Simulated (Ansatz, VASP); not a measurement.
One calculation of HfN, two programs

File INCAR:

```
  PREC = Accurate
  ENCUT = 520
  EDIFF = 1E-8
  ISMEAR = -1
  SIGMA = 0.03
  LREAL = F
  LASPH = T
  NELM = 100
  ALGO = Normal
  ISIF = 2
  LWAVE = F
  LCHARG = F
  LEFG = T
  NBANDS = 14
```

Contents of KPOINTS:

```
Automatic mesh
0
Gamma
  10 10 10
```

File POSCAR:

```
HfN
1.0
    0.0677700000      2.2928850000      2.2928850000
    2.2928850000      0.0677700000      2.2928850000
    2.2928850000      2.2928850000      0.0677700000
Hf N
1 1
Direct
    0.0000000000      0.0000000000      0.0000000000
    0.5000000000      0.5000000000      0.5000000000
```

Input for Ansatz:

```yaml
crystal:
  lattice:
    - [0.06777, 2.292885, 2.292885]
    - [2.292885, 0.06777, 2.292885]
    - [2.292885, 2.292885, 0.06777]
  atoms:
    - { symbol: Hf, position: [0.0, 0.0, 0.0] }
    - { symbol: "N", position: [0.5, 0.5, 0.5] }
kpoints:
  mp_grid: { grid: [10, 10, 10] }
scf:
  occupations: { method: fermi_dirac, width: 0.03 }
hamiltonian:
  xc: lda
  pseudopotentials: { kind: paw }
output:
  forces: true
  stress: true
  eigenvalues: true
  efg: { contact_densities: true }
  write_density: true
  write_potential: true
  elf: true
  volumetric_format: npy
```

Change from the starting cell: equal xy, yz and zx shear strains of +3 %, PAW files.

Alike in both runs: task electric field gradients; functional LDA; k mesh 10 × 10 × 10; occupations fermi-dirac, width 0.03 eV; no spin polarisation.

|  | VASP | Ansatz |
| --- | --- | --- |
| version | VASP 6.6.1 | Ansatz 0.2.0 |
| potentials or method | VASP PAW LDA potentials, release 64 (Hf_pv, N) | PAW with Ansatz's default frozen-core files, scalar-relativistic |
| plane-wave cutoff (eV) | 520 | 420 |
| valence electrons in the cell | 15 | 31 |

|  | VASP | Ansatz | Ansatz less VASP |
| --- | --- | --- | --- |
| pressure (GPa) | -10.4 | -9.1 | +1.26 |
| traceless stress, the component that is largest in VASP (GPa) | -3.60 | -3.56 | +0.034 |
| size of Vzz on the site where it differs most (V/Å²) | 20.6 | 22.5 | +1.94 |

LDA's correlation is that of Perdew and Zunger in VASP and of Perdew and Wang (1992) in Ansatz. VASP's potentials hold 15 valence electrons a cell and Ansatz's 31, so a difference there can come from the potentials and not from the codes.

Neither program's run includes spin-orbit coupling.
